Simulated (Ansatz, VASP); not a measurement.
## Mg: VASP beside Ansatz

INCAR

```
SYSTEM = Mg
  ALGO = Normal
  EDIFF = 1E-7
  ENCUT = 520
  GGA = RP
  ISIF = 2
  ISMEAR = 0
  LASPH = .True.
  LCHARG = .True.
  LELF = .True.
  LREAL = .False.
  LVHAR = .True.
  LWAVE = .False.
  NBANDS = 7
  NELM = 80
  PREC = Accurate
  SIGMA = 0.05
```

Contents of KPOINTS:

```
k-points
0
Gamma
  10 10 9
  0 0 0
```

The input POSCAR:

```
Mg
1.0
    3.0502998005      0.0000000000      0.0000000000
   -1.5251499003      2.6416371164      0.0000000000
    0.0000000000      0.0000000000      3.0448375700
Mg
1
Direct
    0.0000000000      0.0000000000      0.0000000000
```

File input.yaml:

```yaml
crystal:
  lattice:
    - [3.0502998005, 0.0, 0.0]
    - [-1.5251499003, 2.6416371164, 0.0]
    - [0.0, 0.0, 3.04483757]
  atoms:
    - { symbol: Mg, position: [0.0, 0.0, 0.0] }
kpoints:
  mp_grid: { grid: [10, 10, 9] }
scf:
  occupations: { method: gaussian, width: 0.05 }
hamiltonian:
  xc: rpbe
  pseudopotentials: { kind: all_electron, lapw: { basis_error: 0.001 } }
output:
  forces: true
  stress: true
  eigenvalues: true
```

Alike in both runs: task single point; functional RPBE; k mesh 10 × 10 × 9; occupations gaussian, width 0.05 eV; no spin polarisation.

|  | VASP | Ansatz |
| --- | --- | --- |
| version | VASP 6.6.1 | Ansatz 0.2.0 |
| potentials or method | VASP PAW PBE potentials, release 64 (Mg), cutoff 520 eV | all-electron LAPW, scalar-relativistic |

|  | VASP | Ansatz | Ansatz less VASP |
| --- | --- | --- | --- |
| gap on the k mesh at the Fermi level (eV) | none | none | - |
| pressure (GPa) | 2.1 | 2.2 | +0.10 |
| traceless stress, the component that is largest in VASP (GPa) | -1.02 | -1.05 | -0.027 |

VASP's potentials were made for PBE, not for RPBE. A gap of «none» marks a metal or a gap that the smearing closes. Ansatz ran all-electron here, and VASP with PAW potentials.
